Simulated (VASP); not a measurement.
# SiW3 (I4/mmm) in VASP: further runs

The runs below take SiW3 through single point, with PBEsol.

All numbers are computed with VASP 6.6.1; they aren't measurements. Logs are shortened: lines on timing, memory, paths and dates and some standing lists are left out, and cuts for length are marked.

### Step 1. The cell of the first run

It takes space group I4/mmm (No. 139, tetragonal). The conventional cell has a = 5.154 Å, b = 5.154 Å, c = 5.386 Å, α = 90.00°, β = 90.00°, γ = 90.00°. Within 3.4 Å of Si (site symmetry 4/mmm) lie 6 W at 2.58 to 2.69 Å. Within 3.4 Å of W (site symmetry 4/mmm) lie 4 W at 2.58 Å and 2 Si at 2.69 Å. W (site symmetry mmm) has 2 Si at 2.58 Å and 4 W at 2.58 to 2.69 Å within 3.4 Å.

### Step 2. Single point, PBEsol (strain +0.0450 x Voigt [0, 0, 1, 0, 0, 0])

INCAR reads:

```
SYSTEM = SiW3
  PREC = Accurate
  ENCUT = 520
  EDIFF = 1E-7
  ISMEAR = 0
  SIGMA = 0.15
  LREAL = .False.
  LASPH = .True.
  NELM = 100
  ALGO = Fast
  ISIF = 2
  LWAVE = .False.
  LCHARG = .False.
  GGA = PS
  NBANDS = 31
```

KPOINTS reads:

```
Automatic mesh
0
Gamma
  14 14 14
  0 0 0
```

POSCAR reads:

```
SiW3
1.0
   -2.5771952861      2.5771952861      2.6931690740
    2.5771952861     -2.5771952861      2.6931690740
    2.5771952861      2.5771952861     -2.6931690740
Si W
1 3
Direct
    0.0000000000      0.0000000000      0.0000000000
    0.5000000000      0.5000000000      0.0000000000
    0.5000000000      0.0000000000      0.5000000000
    0.0000000000      0.5000000000      0.5000000000
```

Potentials or basis: VASP PAW PBE potentials, release 64 (Si, W_sv).

Started as:

```console
cat potpaw_PBE.64/Si/POTCAR potpaw_PBE.64/W_sv/POTCAR > POTCAR
mpirun -np 1 vasp_std > vasp.out
```

OUTCAR:

```text
SYSTEM = SiW3
   PREC = Accurate
   ENCUT = 520
   EDIFF = 1E-7
   ISMEAR = 0
   LREAL = .False.
   LASPH = .True.
   NELM = 100
   ISIF = 2
   GGA = PS

 ion  position               nearest neighbor table
   1  0.000  0.000  0.000-   3 2.58   4 2.58   4 2.58   3 2.58   2 2.69   2 2.69
   2  0.500  0.500  0.000-   3 2.58   4 2.58   3 2.58   4 2.58   1 2.69   1 2.69
   3  0.500  0.000  0.500-   1 2.58   2 2.58   2 2.58   1 2.58   4 2.69   4 2.69
   4  0.000  0.500  0.500-   1 2.58   2 2.58   1 2.58   2 2.58   3 2.69   3 2.69

  LATTYP: Found a body centered tetragonal cell.
 ALAT       =     5.1543905722
 C/A-ratio  =     1.0450000000

  Lattice vectors:

 A1 = (  -2.5771952861,   2.5771952861,   2.6931690740)
 A2 = (   2.5771952861,  -2.5771952861,   2.6931690740)
 A3 = (   2.5771952861,   2.5771952861,  -2.6931690740)

Analysis of symmetry for initial positions (statically):
=====================================================================
 Subroutine PRICEL returns:
 Original cell was already a primitive cell.

 Routine SETGRP: Setting up the symmetry group for a
 body centered tetragonal supercell.

 Subroutine GETGRP returns: Found 16 space group operations
 (whereof 16 operations were pure point group operations)
 out of a pool of 16 trial point group operations.

The static configuration has the point symmetry D_4h.

Analysis of symmetry for dynamics (positions and initial velocities):
=====================================================================
 Subroutine PRICEL returns:
 Original cell was already a primitive cell.

 Routine SETGRP: Setting up the symmetry group for a
 body centered tetragonal supercell.

 Subroutine GETGRP returns: Found 16 space group operations
 (whereof 16 operations were pure point group operations)
 out of a pool of 16 trial point group operations.

The dynamic configuration has the point symmetry D_4h.

 Subroutine INISYM returns: Found 16 space group operations
 (whereof 16 operations are pure point group operations),
 and found     1 'primitive' translations

----------------------------------------------------------------------------------------

                                     Primitive cell

  volume of cell :      71.5514

  direct lattice vectors                    reciprocal lattice vectors
    -2.577195286  2.577195286  2.693169074     0.000000000  0.194009357  0.185654887
[... 90 lines left out ...]
   EDIFF  = 0.1E-06   stopping-criterion for ELM
   LREAL  =      F    real-space projection
   EDIFFG = 0.1E-05   stopping-criterion for IOM
   NSW    =      0    number of steps for IOM
   IBRION =     -1    ionic relax: 0-MD 1-quasi-New 2-CG
   NFREE  =      0    steps in history (QN), initial steepest desc. (CG)
   ISIF   =      2    stress and relaxation
   ISYM   =      2    0-nonsym 1-usesym 2-fastsym
   POTIM  = 0.5000    time-step for ionic-motion
   TEBEG  =    0.0;   TEEND  =   0.0 temperature during run
   PSTRESS=    0.0 pullay stress
   NELECT =      46.0000    total number of electrons
   NUPDOWN=      -1.0000    fix difference up-down
   EMIN   =  10.00;   EMAX   =-10.00  energy-range for DOS
   EFERMI =   0.00;   METHOD = LEGACY
   ISMEAR =     0;   SIGMA  =   0.15  broadening in eV -4-tet -1-fermi 0-gaus
   EFERMI_NEDOS =   21; number of points for ismear=-14 and -15
   IALGO  =     68    algorithm
   IMIX   =      4    mixing-type and parameters
     AMIX     =   0.40;   BMIX     =  1.00
     AMIX_MAG =   1.60;   BMIX_MAG =  1.00
  volume/ion in A,a.u.               =      17.89       120.71
  Fermi-wavevector in a.u.,A,eV,Ry     =   1.412932  2.670055 27.162367  1.996378
  Thomas-Fermi vector in A             =   2.534630
   LORBIT       =      0    0 simple, 1 ext, 2 COOP (PROOUT), +10 PAW based schemes
   GGA     = PS    functional components
   LHFCALC =     F    Hartree Fock is set to
   AEXX    =    0.0000 exact exchange contribution
   IVDW    =     0    specifies the selected vdW correction
   LEPSILON=     F    determine dielectric tensor
   LRPA    =     F    only Hartree local field effects (RPA)
 non-spin polarized calculation
 RMM-DIIS sequential band-by-band and
 Gauss-broadening in eV      SIGMA  =   0.15
  energy-cutoff  :      520.00
  volume of cell :       71.55
 maximum number of plane-waves:      1954
 NGX is ok and might be reduce to    36
   NGX = 17   NGY = 17   NGZ = 17

 number of electron      45.9999999 magnetization

 Free energy of the ion-electron system (eV)
  ---------------------------------------------------
  ext. energy  EPLUGINS =         0.00000000
  ---------------------------------------------------
  free energy    TOTEN  =       -41.55620247 eV

  energy without entropy =      -41.50113029  energy(sigma->0) =      -41.52866638

 E-fermi :   8.7800     XC(G=0): -12.3099

 val. band max:        8.7755440613   @ k =  -0.0714   0.3571   0.0714
 cond. band min:       8.7811405784   @ k =  -0.3571   0.4286   0.0714
 fundamental gap:      0.0055965171
 Fermi energy:         8.7799902963

 k-point     1 :       0.0000    0.0000    0.0000
  band No.  band energies     occupation
      1     -65.2089      2.00000
      2     -65.0684      2.00000
      3     -65.0281      2.00000
      4     -30.0326      2.00000
      5     -30.0326      2.00000
      6     -29.7882      2.00000
[... 805 lines left out ...]
     30      12.1242      0.00000
     31      12.5816      0.00000

 [... further k-points ...]

------------------------ aborting loop because EDIFF is reached ----------------------------------------

  FORCE on cell =-STRESS in cart. coord.  units (eV):
  Direction    XX          YY          ZZ          XY          YZ          ZX
  --------------------------------------------------------------------------------------
  -------------------------------------------------------------------------------------
  Total       -1.3357214     -1.3357214     -6.8229070      0.0000000      0.0000000      0.0000000
  in kB      -29.9094349    -29.9094349   -152.7783338      0.0000000      0.0000000      0.0000000
  external PRESSURE =     -70.8657345 kB  Pullay stress =       0.0000000 kB

 VOLUME and BASIS-vectors are now :
 -----------------------------------------------------------------------------
  energy-cutoff  :      520.00
  volume of cell :       71.55
      direct lattice vectors                 reciprocal lattice vectors
    -2.577195286  2.577195286  2.693169074     0.000000000  0.194009357  0.185654887
     2.577195286 -2.577195286  2.693169074     0.194009357  0.000000000  0.185654887
     2.577195286  2.577195286 -2.693169074     0.194009357  0.194009357  0.000000000

 POSITION                                       TOTAL-FORCE (eV/Angst)
 -----------------------------------------------------------------------------------
      0.00000      0.00000      0.00000         0.000000     -0.000000     -0.000000
      0.00000      0.00000      2.69317        -0.000000      0.000000      0.000000
      0.00000      2.57720      0.00000        -0.000000      0.000000      0.000000
      2.57720      0.00000      0.00000         0.000000     -0.000000     -0.000000
 -----------------------------------------------------------------------------------
    total drift:                                0.000000      0.000000     -0.000000

  FREE ENERGIE OF THE ION-ELECTRON SYSTEM (eV)
  ---------------------------------------------------
  free  energy   TOTEN  =       -41.5562024718 eV

  energy  without entropy=      -41.5011302922  energy(sigma->0) =      -41.52866638
```

OSZICAR:

```text
N       E                     dE             d eps       ncg     rms          rms(c)
DAV:   1     0.532935001233E+03    0.53294E+03   -0.26909E+04 15160   0.161E+03
DAV:   2    -0.191257585002E+02   -0.55206E+03   -0.53512E+03 16374   0.502E+02
DAV:   3    -0.430364484159E+02   -0.23911E+02   -0.22596E+02 18664   0.102E+02
DAV:   4    -0.435485210521E+02   -0.51207E+00   -0.50692E+00 17134   0.147E+01
DAV:   5    -0.435578442796E+02   -0.93232E-02   -0.93188E-02 17676   0.207E+00    0.305E+01
RMM:   6    -0.417264923066E+02    0.18314E+01   -0.41685E+00 16214   0.107E+01    0.120E+01
RMM:   7    -0.415691823641E+02    0.15731E+00   -0.18009E+00 18452   0.635E+00    0.136E+00
RMM:   8    -0.415584135049E+02    0.10769E-01   -0.19088E-01 19155   0.221E+00    0.118E+00
RMM:   9    -0.415574528726E+02    0.96063E-03   -0.56557E-02 21072   0.110E+00    0.583E-01
RMM:  10    -0.415562256607E+02    0.12272E-02   -0.73206E-03 20605   0.515E-01    0.258E-01
RMM:  11    -0.415561959015E+02    0.29759E-04   -0.14662E-03 20293   0.246E-01    0.692E-02
RMM:  12    -0.415562199099E+02   -0.24008E-04   -0.47949E-04 18491   0.144E-01    0.103E-01
RMM:  13    -0.415561979145E+02    0.21995E-04   -0.13950E-04 18769   0.901E-02    0.173E-02
RMM:  14    -0.415562034005E+02   -0.54859E-05   -0.56376E-05 20298   0.495E-02    0.157E-02
RMM:  15    -0.415562024341E+02    0.96634E-06   -0.16352E-05 17949   0.276E-02    0.861E-03
RMM:  16    -0.415562024221E+02    0.12041E-07   -0.25964E-06 20142   0.119E-02    0.136E-03
RMM:  17    -0.415562024718E+02   -0.49734E-07   -0.61187E-07 17221   0.594E-03
   1 F= -.41556202E+02 E0= -.41528666E+02  d E =-.550722E-01
```

Wall time 4.6 min (1 thread of Intel Xeon 6975P-C (Granite Rapids), shared host); peak memory 0.52 GiB.

What came out:

* Free energy: -41.5562 eV
* Pressure: -7.1 GPa
* Band gap on the k mesh: zero (bands 23 and 24 overlap by 1.66 eV)

Stress tensor (GPa, compression positive):
```
 -2.99   0.00   0.00
  0.00  -2.99   0.00
  0.00   0.00 -15.28
```

Caveat: the cell differs from its parent crystal (strain +0.0450 x Voigt [0, 0, 1, 0, 0, 0]); the stress differs along the axes, from -15 to -3 GPa; the PAW data sets were made with another functional, which shifts forces and pressure a little; spin-orbit coupling is left out, which moves the levels of the heavy elements.

### Step 3. Single point, PBEsol (strain +0.0600 x Voigt [0, 0, 1, 0, 0, 0])

INCAR reads:

```
PREC     = Accurate       # precision mode
ENCUT    = 520            # plane-wave cutoff, eV
EDIFF    = 1E-6           # SCF threshold, eV
ISMEAR   = 0              # smearing method
SIGMA    = 0.15           # smearing width, eV
LREAL    = False          # projectors in reciprocal space
LASPH    = True           # aspherical terms in the spheres
NELM     = 100            # most SCF steps
ALGO     = Fast           # electronic algorithm
ISIF     = 2              # what is computed and relaxed
LWAVE    = False          # write WAVECAR
LCHARG   = False          # write CHGCAR
GGA      = PS             # functional
NBANDS   = 31             # bands
```

KPOINTS reads:

```
regular mesh
0
Gamma
  14 14 14
```

POSCAR reads:

```
SiW3
1.0
   -2.5771952861      2.5771952861      2.7318270033
    2.5771952861     -2.5771952861      2.7318270033
    2.5771952861      2.5771952861     -2.7318270033
Si W
1 3
Direct
    0.0000000000      0.0000000000      0.0000000000
    0.5000000000      0.5000000000      0.0000000000
    0.5000000000      0.0000000000      0.5000000000
    0.0000000000      0.5000000000      0.5000000000
```

Potentials or basis: VASP PAW PBE potentials, release 64 (Si, W_sv).

Started as:

```console
cat potpaw_PBE.64/Si/POTCAR potpaw_PBE.64/W_sv/POTCAR > POTCAR
mpirun -np 1 vasp_std > vasp.out
```

Wall time 4.1 min (1 thread of Intel Xeon 6975P-C (Granite Rapids), shared host); peak memory 0.53 GiB.

It converged, with:

```
Free energy            : -41.4464 eV
Pressure               : -9.0 GPa
Band gap on the k mesh : zero (bands 23 and 24 overlap by 1.60 eV)
```

Stress tensor (GPa, compression positive):
```
 -3.94   0.00   0.00
  0.00  -3.94   0.00
  0.00   0.00 -18.98
```

Levels at points of the mesh, in eV from the Fermi level:
| k point | band 21 | band 22 | band 23 | band 24 | band 25 | band 26 |
| --- | --- | --- | --- | --- | --- | --- |
| (0.00, 0.00, 0.00) | -0.28 | -0.28 | 0.36 | 0.45 | 1.73 | 1.73 |
| (0.50, 0.00, 0.00) | -1.08 | -0.39 | -0.36 | -0.35 | -0.24 | 0.60 |
| (0.50, 0.50, 0.00) | -1.06 | -0.56 | -0.52 | -0.31 | -0.08 | 0.95 |
| (0.50, 0.50, 0.50) | -2.53 | -2.53 | -0.05 | 0.06 | 0.87 | 0.87 |

Caveat: the cell differs from its parent crystal (strain +0.0600 x Voigt [0, 0, 1, 0, 0, 0]); the stress differs along the axes, from -19 to -4 GPa; the PAW data sets were made with another functional, which shifts forces and pressure a little; spin-orbit coupling is left out, which moves the levels of the heavy elements.
